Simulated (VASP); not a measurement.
Crystal: Mo.

```xyz
1
Lattice="2.5530 0.0000 0.0000 0.0000 2.5530 0.0000 0.0000 0.0000 2.5530" Properties=species:S:1:pos:R:3 pbc="T T T"
Mo    0.0000    0.0000    0.0000
```

- Program: VASP 6.6.1
- Task: relaxation of cell and atoms
- Functional: PBEsol
- Potentials or basis: VASP PAW PBE potentials, release 64 (Mo_sv)
- Cutoff: 600 eV
- k mesh: 6 × 6 × 6
- Occupations: gaussian, width 0.1 eV
- Spin: no spin polarisation

At the start: pressure 4.5 GPa; volume 16.64 Å³/atom.

Task: How do energy, volume and symmetry change on relaxing?

Result: Over 3 steps the energy falls by 4.6 meV/atom and the volume is 16.98 Å³/atom (+2.1 %); space group Pm-3m (No. 221, to 0.05 Å).

Step by step:
```csv
step,energy change (eV),largest force (eV/Å),pressure (GPa),volume (Å³)
1,0.0000,0.0000,4.50,16.64
2,0.0195,0.0000,-9.08,17.79
3,-0.0046,0.0000,-0.06,16.98
```

Final structure:
```xyz
1
Lattice="2.5704 0.0000 0.0000 0.0000 2.5704 0.0000 0.0000 0.0000 2.5704" Properties=species:S:1:pos:R:3 pbc="T T T"
Mo    0.0000    0.0000    0.0000
```

Caveat: the k points lie up to 0.41 Å⁻¹ apart in the final cell; the PAW data sets were made with another functional, which shifts forces and pressure a little.
